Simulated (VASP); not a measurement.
# SiNi (P2_13) in VASP: single point with PBEsol

Aim: the single point of SiNi with PBEsol.

Program: VASP 6.6.1. These are calculated values, not measurements. Logs are shortened: lines on timing, memory, paths and dates and some standing lists are left out, and cuts for length are marked.

## (1) The cell of the first run

The structure is cubic, space group P2_13 (No. 198). Conventional cell: a = 4.497 Å, b = 4.497 Å, c = 4.497 Å, α = 90.00°, β = 90.00°, γ = 90.00°. Within 3.0 Å of Si (site symmetry 3) lie 7 Ni at 2.23 to 2.47 Å and 6 Si at 2.76 Å. Ni (site symmetry 3) has 7 Si at 2.23 to 2.47 Å and 6 Ni at 2.77 Å within 3.0 Å.

## (2) Single point, PBEsol, collinear spin, antiferromagnetic start

INCAR reads:

```
PREC = Accurate
ENCUT = 520
EDIFF = 1E-7
ISMEAR = -1
SIGMA = 0.1
LREAL = False
LASPH = True
NELM = 150
ALGO = Normal
ISIF = 2
LWAVE = False
LCHARG = True
ISPIN = 2
MAGMOM = 0 0 0 0 1 -1 1 -1
LORBIT = 11
LMAXMIX = 4
GGA = PS
LELF = True
LVHAR = True
NBANDS = 42
```

KPOINTS reads:

```
Automatic mesh
0
Gamma
  5 5 5
```

POSCAR reads:

```
SiNi
1.0
    4.4967800000      0.0000000000      0.0000000000
    0.0000000000      4.4967800000      0.0000000000
    0.0000000000      0.0000000000      4.4967800000
Si Ni
4 4
Direct
    0.8601000000      0.8601000000      0.8601000000
    0.6399000000      0.1399000000      0.3601000000
    0.3601000000      0.6399000000      0.1399000000
    0.1399000000      0.3601000000      0.6399000000
    0.1470000000      0.1470000000      0.1470000000
    0.3530000000      0.8530000000      0.6470000000
    0.6470000000      0.3530000000      0.8530000000
    0.8530000000      0.6470000000      0.3530000000
```

Potentials or basis: VASP PAW PBE potentials, release 64 (Si, Ni).

Launch:

```bash
cat potpaw_PBE.64/Si/POTCAR potpaw_PBE.64/Ni/POTCAR > POTCAR
mpirun -np 1 vasp_std > vasp.out
```

OUTCAR:

```text
PREC = Accurate
   ENCUT = 520
   EDIFF = 1E-7
   ISMEAR = -1
   LREAL = False
   LASPH = True
   NELM = 150
   ISIF = 2
   ISPIN = 2
   LORBIT = 11
   GGA = PS

 ion  position               nearest neighbor table
   1  0.860  0.860  0.860-   5 2.23   6 2.41   7 2.41   8 2.41   8 2.47   7 2.47   6 2.47   2 2.76
                             3 2.76   4 2.76   4 2.76   3 2.76   2 2.76
   2  0.640  0.140  0.360-   6 2.23   5 2.41   7 2.41   8 2.41   5 2.47   8 2.47   7 2.47   4 2.76
                             1 2.76   1 2.76   3 2.76   3 2.76   4 2.76
   3  0.360  0.640  0.140-   7 2.23   6 2.41   5 2.41   8 2.41   5 2.47   6 2.47   8 2.47   4 2.76
                             1 2.76   4 2.76   2 2.76   1 2.76   2 2.76
   4  0.140  0.360  0.640-   8 2.23   6 2.41   7 2.41   5 2.41   7 2.47   5 2.47   6 2.47   3 2.76
                             1 2.76   3 2.76   1 2.76   2 2.76   2 2.76
   5  0.147  0.147  0.147-   1 2.23   2 2.41   3 2.41   4 2.41   4 2.47   3 2.47   2 2.47   6 2.77
                             6 2.77   7 2.77   8 2.77   8 2.77   7 2.77
   6  0.353  0.853  0.647-   2 2.23   1 2.41   3 2.41   4 2.41   1 2.47   4 2.47   3 2.47   7 2.77
                             8 2.77   5 2.77   5 2.77   7 2.77   8 2.77
   7  0.647  0.353  0.853-   3 2.23   2 2.41   1 2.41   4 2.41   1 2.47   2 2.47   4 2.47   6 2.77
                             8 2.77   8 2.77   6 2.77   5 2.77   5 2.77
   8  0.853  0.647  0.353-   4 2.23   2 2.41   3 2.41   1 2.41   3 2.47   1 2.47   2 2.47   6 2.77
                             7 2.77   7 2.77   5 2.77   5 2.77   6 2.77

  LATTYP: Found a simple cubic cell.
 ALAT       =     4.4967800000

  Lattice vectors:

 A1 = (   4.4967800000,   0.0000000000,   0.0000000000)
 A2 = (   0.0000000000,   4.4967800000,   0.0000000000)
 A3 = (   0.0000000000,   0.0000000000,   4.4967800000)

Analysis of symmetry for initial positions (statically):
=====================================================================
 Subroutine PRICEL returns:
 Original cell was already a primitive cell.

 Routine SETGRP: Setting up the symmetry group for a
 simple cubic supercell.

 Subroutine GETGRP returns: Found 12 space group operations
 (whereof  3 operations were pure point group operations)
 out of a pool of 48 trial point group operations.

The static configuration has the point symmetry C_3 .
 The point group associated with its full space group is T   .

Analysis of symmetry for dynamics (positions and initial velocities):
=====================================================================
 Subroutine PRICEL returns:
 Original cell was already a primitive cell.

 Routine SETGRP: Setting up the symmetry group for a
 simple cubic supercell.

 Subroutine GETGRP returns: Found 12 space group operations
 (whereof  3 operations were pure point group operations)
 out of a pool of 48 trial point group operations.

The dynamic configuration has the point symmetry C_3 .
 The point group associated with its full space group is T   .

Analysis of structural, dynamic, and magnetic symmetry:
=====================================================================
 Subroutine PRICEL returns:
 Original cell was already a primitive cell.

 Routine SETGRP: Setting up the symmetry group for a
 simple cubic supercell.

 Subroutine GETGRP returns: Found  4 space group operations
 (whereof  1 operations were pure point group operations)
 out of a pool of 48 trial point group operations.

The overall configuration has the point symmetry C_1 .
 The point group associated with its full space group is D_2 .

 Subroutine INISYM returns: Found  4 space group operations
 (whereof  1 operations are pure point group operations),
 and found     1 'primitive' translations

----------------------------------------------------------------------------------------

                                     Primitive cell

  volume of cell :      90.9295

  direct lattice vectors                    reciprocal lattice vectors
     4.496780000  0.000000000  0.000000000     0.222381348  0.000000000  0.000000000
     0.000000000  4.496780000  0.000000000     0.000000000  0.222381348  0.000000000
     0.000000000  0.000000000  4.496780000     0.000000000  0.000000000  0.222381348

  length of vectors
     4.496780000  4.496780000  4.496780000     0.222381348  0.222381348  0.222381348

  position of ions in fractional coordinates (direct lattice)
     0.860100000  0.860100000  0.860100000
     0.639900000  0.139900000  0.360100000
     0.360100000  0.639900000  0.139900000
     0.139900000  0.360100000  0.639900000
     0.147000000  0.147000000  0.147000000
     0.353000000  0.853000000  0.647000000
     0.647000000  0.353000000  0.853000000
     0.853000000  0.647000000  0.353000000

  ion indices of the primitive-cell ions
   primitive index   ion index
                 1           1
                 2           2
                 3           3
                 4           4
                 5           5
                 6           6
                 7           7
                 8           8

----------------------------------------------------------------------------------------

 KPOINTS: Automatic mesh

Automatic generation of k-mesh.
 Grid dimensions read from file:
 generate k-points for:    5    5    5

 Generating k-lattice:

  Cartesian coordinates                     Fractional coordinates (reciprocal lattice)
     0.044476270  0.000000000  0.000000000     0.200000000  0.000000000  0.000000000
     0.000000000  0.044476270  0.000000000     0.000000000  0.200000000  0.000000000
     0.000000000  0.000000000  0.044476270     0.000000000  0.000000000  0.200000000

  Length of vectors
     0.044476270  0.044476270  0.044476270

  Shift w.r.t. Gamma in fractional coordinates (k-lattice)
     0.000000000  0.000000000  0.000000000

 Subroutine IBZKPT returns following result:
 ===========================================

 Found     27 irreducible k-points:

 Following reciprocal coordinates:
            Coordinates               Weight
  0.000000  0.000000  0.000000      1.000000
  0.200000  0.000000  0.000000      2.000000
  0.000000  0.200000  0.000000      2.000000
  0.000000  0.000000  0.200000      2.000000
  0.400000  0.000000  0.000000      2.000000
  0.000000  0.400000  0.000000      2.000000
[... 16 lines left out ...]
  0.200000  0.200000  0.400000      8.000000
  0.400000  0.400000  0.200000      8.000000
 [... further k-points ...]
   k-points           NKPTS =     27   k-points in BZ     NKDIM =     27   number of bands    NBANDS=     42
   number of dos      NEDOS =    301   number of ions     NIONS =      8
   total plane-waves  NPLWV =  46656
   dimension x,y,z NGX =    36 NGY =   36 NGZ =   36
   dimension x,y,z NGXF=    72 NGYF=   72 NGZF=   72
   ions per type =               4   4
   NGX,Y,Z   is equivalent  to a cutoff of  13.31, 13.31, 13.31 a.u.
   NGXF,Y,Z  is equivalent  to a cutoff of  26.62, 26.62, 26.62 a.u.
 SYSTEM =  unknown system
   PREC   = accura    normal or accurate (medium, high low for compatibility)
   ISTART =      0    job   : 0-new  1-cont  2-samecut
   ICHARG =      2    charge: 1-file 2-atom 10-const
   ISPIN  =      2    spin polarized calculation?
   LNONCOLLINEAR =      F non collinear calculations
   LSORBIT =      F    spin-orbit coupling
   LASPH  =      T    aspherical Exc in radial PAW
   ENCUT  =  520.0 eV  38.22 Ry    6.18 a.u.   8.36  8.36  8.36*2*pi/ulx,y,z
   NELM   =    150;   NELMIN=  2; NELMDL= -5     # of ELM steps
   EDIFF  = 0.1E-06   stopping-criterion for ELM
   LREAL  =      F    real-space projection
   EDIFFG = 0.1E-05   stopping-criterion for IOM
   NSW    =      0    number of steps for IOM
   IBRION =     -1    ionic relax: 0-MD 1-quasi-New 2-CG
   NFREE  =      0    steps in history (QN), initial steepest desc. (CG)
   ISIF   =      2    stress and relaxation
   ISYM   =      2    0-nonsym 1-usesym 2-fastsym
   POTIM  = 0.5000    time-step for ionic-motion
   TEBEG  =    0.0;   TEEND  =   0.0 temperature during run
   PSTRESS=    0.0 pullay stress
   NELECT =      56.0000    total number of electrons
   NUPDOWN=      -1.0000    fix difference up-down
   EMIN   =  10.00;   EMAX   =-10.00  energy-range for DOS
   EFERMI =   0.00;   METHOD = LEGACY
   ISMEAR =    -1;   SIGMA  =   0.10  broadening in eV -4-tet -1-fermi 0-gaus
   EFERMI_NEDOS =   21; number of points for ismear=-14 and -15
   IALGO  =     38    algorithm
   IMIX   =      4    mixing-type and parameters
     AMIX     =   0.40;   BMIX     =  1.00
     AMIX_MAG =   1.60;   BMIX_MAG =  1.00
  volume/ion in A,a.u.               =      11.37        76.70
  Fermi-wavevector in a.u.,A,eV,Ry     =   1.392844  2.632094 26.395505  1.940015
  Thomas-Fermi vector in A             =   2.516548
   LORBIT       =     11    0 simple, 1 ext, 2 COOP (PROOUT), +10 PAW based schemes
   GGA     = PS    functional components
   LHFCALC =     F    Hartree Fock is set to
   AEXX    =    0.0000 exact exchange contribution
   IVDW    =     0    specifies the selected vdW correction
   LEPSILON=     F    determine dielectric tensor
   LRPA    =     F    only Hartree local field effects (RPA)
 spin polarized calculation
  energy-cutoff  :      520.00
  volume of cell :       90.93
 maximum number of plane-waves:      2473
 NGX is ok and might be reduce to    36
   NGX = 17   NGY = 17   NGZ = 17

 number of electron      56.0000062 magnetization       0.0000000

 number of electron      56.0000062 magnetization      -0.0000000

 Free energy of the ion-electron system (eV)
  ---------------------------------------------------
  ext. energy  EPLUGINS =         0.00000000
  ---------------------------------------------------
  free energy    TOTEN  =       -51.34558439 eV

  energy without entropy =      -51.25109019  energy(sigma->0) =      -51.29833729

 E-fermi :  11.8866     XC(G=0): -12.6905

 val. band max:       11.7662234703   @ k =   0.4000   0.0000   0.0000
 cond. band min:      11.9602807864   @ k =   0.0000   0.2000   0.2000
 fundamental gap:      0.1940573161
 Fermi energy:        11.8865842789

 spin component 1

 k-point     1 :       0.0000    0.0000    0.0000
  band No.  band energies     occupation
      1      -2.3834      1.00000
      2       3.0544      1.00000
      3       3.0544      1.00000
      4       3.0544      1.00000
      5       5.5945      1.00000
      6       5.5945      1.00000
[... 32 lines left out ...]
     39      16.6158      0.00000
[... 988 lines left out ...]
     39      18.4199      0.00000
     40      19.0770      0.00000

 [... further k-points ...]

 spin component 2

 k-point     1 :       0.0000    0.0000    0.0000
  band No.  band energies     occupation
      1      -2.3834      1.00000
      2       3.0544      1.00000
      3       3.0544      1.00000
      4       3.0544      1.00000
      5       5.5945      1.00000
      6       5.5945      1.00000
[... 32 lines left out ...]
     39      16.6158      0.00000
[... 988 lines left out ...]
     39      18.4199      0.00000
     40      19.0770      0.00000

 [... further k-points ...]

 [bands above 40 left out]

------------------------ aborting loop because EDIFF is reached ----------------------------------------

  FORCE on cell =-STRESS in cart. coord.  units (eV):
  Direction    XX          YY          ZZ          XY          YZ          ZX
  --------------------------------------------------------------------------------------
  -------------------------------------------------------------------------------------
  Total       -1.3277865     -1.3277933     -1.3277974      0.0000000      0.0000000      0.0000000
  in kB      -23.3955856    -23.3957046    -23.3957769      0.0000000      0.0000000      0.0000000
  external PRESSURE =     -23.3956890 kB  Pullay stress =       0.0000000 kB

 VOLUME and BASIS-vectors are now :
 -----------------------------------------------------------------------------
  energy-cutoff  :      520.00
  volume of cell :       90.93
      direct lattice vectors                 reciprocal lattice vectors
     4.496780000  0.000000000  0.000000000     0.222381348  0.000000000  0.000000000
     0.000000000  4.496780000  0.000000000     0.000000000  0.222381348  0.000000000
     0.000000000  0.000000000  4.496780000     0.000000000  0.000000000  0.222381348

 POSITION                                       TOTAL-FORCE (eV/Angst)
 -----------------------------------------------------------------------------------
      3.86768      3.86768      3.86768        -0.671609     -0.671609     -0.671609
      2.87749      0.62910      1.61929         0.671609      0.671609     -0.671609
      1.61929      2.87749      0.62910        -0.671609      0.671609      0.671609
      0.62910      1.61929      2.87749         0.671609     -0.671609      0.671609
      0.66103      0.66103      0.66103         0.196547      0.196548      0.196547
      1.58736      3.83575      2.90942        -0.196547     -0.196548      0.196547
      2.90942      1.58736      3.83575         0.196547     -0.196548     -0.196547
      3.83575      2.90942      1.58736        -0.196547      0.196548     -0.196547
 -----------------------------------------------------------------------------------
    total drift:                                0.000000      0.000000      0.000000

  FREE ENERGIE OF THE ION-ELECTRON SYSTEM (eV)
  ---------------------------------------------------
  free  energy   TOTEN  =       -51.3455843881 eV

  energy  without entropy=      -51.2510901876  energy(sigma->0) =      -51.29833729

 total charge

# of ion       s       p       d       tot
------------------------------------------
    1        0.737   0.851   0.000   1.589
    2        0.737   0.851   0.000   1.589
    3        0.737   0.851   0.000   1.589
    4        0.737   0.851   0.000   1.589
    5        0.459   0.615   8.506   9.580
    6        0.459   0.615   8.506   9.580
    7        0.459   0.615   8.506   9.580
    8        0.459   0.615   8.506   9.580
--------------------------------------------------
tot          4.787   5.866  34.022  44.676

 magnetization (x)

# of ion       s       p       d       tot
------------------------------------------
    1        0.000  -0.000   0.000  -0.000
    2       -0.000   0.000   0.000   0.000
    3        0.000  -0.000   0.000  -0.000
    4       -0.000   0.000   0.000   0.000
    5        0.000   0.000  -0.000  -0.000
    6       -0.000  -0.000   0.000   0.000
    7        0.000   0.000  -0.000  -0.000
    8       -0.000  -0.000   0.000   0.000
--------------------------------------------------
tot          0.000   0.000   0.000   0.000
```

Wall time 6 min (1 thread of Intel Xeon 8259CL, shared host); peak memory 0.32 GiB.

Results:

```yaml
Free_energy: -51.3456 eV
Pressure: -2.3 GPa
Largest_force: 1.163 eV/Å
Band_gap_on_the_k_mesh: zero (filled and empty bands overlap)
Net_moment: 0.00 μB per cell
Valence_electrons_inside_the_program's_atomic_spheres: Si 1.59; Ni 9.58
```

Forces on the atoms (eV/Å):
```
Si  -0.672 -0.672 -0.672
Si   0.672  0.672 -0.672
Si  -0.672  0.672  0.672
Si   0.672 -0.672  0.672
Ni   0.197  0.197  0.197
Ni  -0.197 -0.197  0.197
Ni   0.197 -0.197 -0.197
Ni  -0.197  0.197 -0.197
```

Levels at points of the mesh, in eV from the Fermi level:
Spin up:
```tsv
k point	band 25	band 26	band 27	band 28	band 29	band 30	band 31	band 32
(0.00, 0.00, 0.00)	-1.67	-1.67	-1.67	0.92	0.92	0.92	1.42	1.42
```
Spin down:
| k point | band 25 | band 26 | band 27 | band 28 | band 29 | band 30 | band 31 | band 32 |
| --- | --- | --- | --- | --- | --- | --- | --- | --- |
| (0.00, 0.00, 0.00) | -1.67 | -1.67 | -1.67 | 0.92 | 0.92 | 0.92 | 1.42 | 1.42 |

Caveat: the PAW data sets were made with another functional, which shifts forces and pressure a little.
